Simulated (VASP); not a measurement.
KZrCl4, 6 atoms in the cell. The structure is cubic, space group F-43m (No. 216). The conventional cell has a = 8.995 Å, b = 8.995 Å, c = 8.995 Å, α = 90.00°, β = 90.00°, γ = 90.00°. Within 4.9 Å of K (site symmetry -43m) lie 12 Cl at 3.73 Å and 4 Zr at 3.90 Å. Within 4.9 Å of Zr (site symmetry -43m) lie 12 Cl at 3.73 Å and 4 K at 3.90 Å. Within 4.2 Å of Cl (site symmetry 3m) lie 6 Cl at 3.18 Å and 3 Zr at 3.73 Å and 3 K at 3.73 Å. 

* Program: VASP 6.6.1
* Task: single point
* Functional: PBE
* Potentials or basis: VASP PAW PBE potentials, release 64 (K_sv, Zr_sv, Cl)
* Cutoff: 520 eV
* k mesh: 4 × 4 × 4
* Occupations: gaussian, width 0.1 eV
* Spin: no spin polarisation
* Dipole correction: no
* Further INCAR settings: ALGO = Normal; EDIFF = 1e-06; NBANDS = 34

Potentials or basis: VASP PAW PBE potentials, release 64 (K_sv, Zr_sv, Cl).

Run with:

```sh
$ cat potpaw_PBE.64/K_sv/POTCAR potpaw_PBE.64/Zr_sv/POTCAR potpaw_PBE.64/Cl/POTCAR > POTCAR
$ mpirun -np 1 vasp_std > vasp.out
```

Hardware: 1 thread of Intel(R) Xeon(R) Platinum 8375C CPU @ 2.90GHz (Ice Lake) (shared host).

Question: Estimate the wall time of this run.

Answer: Run time: 65 s on 1 thread of Intel(R) Xeon(R) Platinum 8375C CPU @ 2.90GHz (Ice Lake), with other jobs on the host, peak memory 0.33 GiB. Counts: scf iterations 20, k points 8.
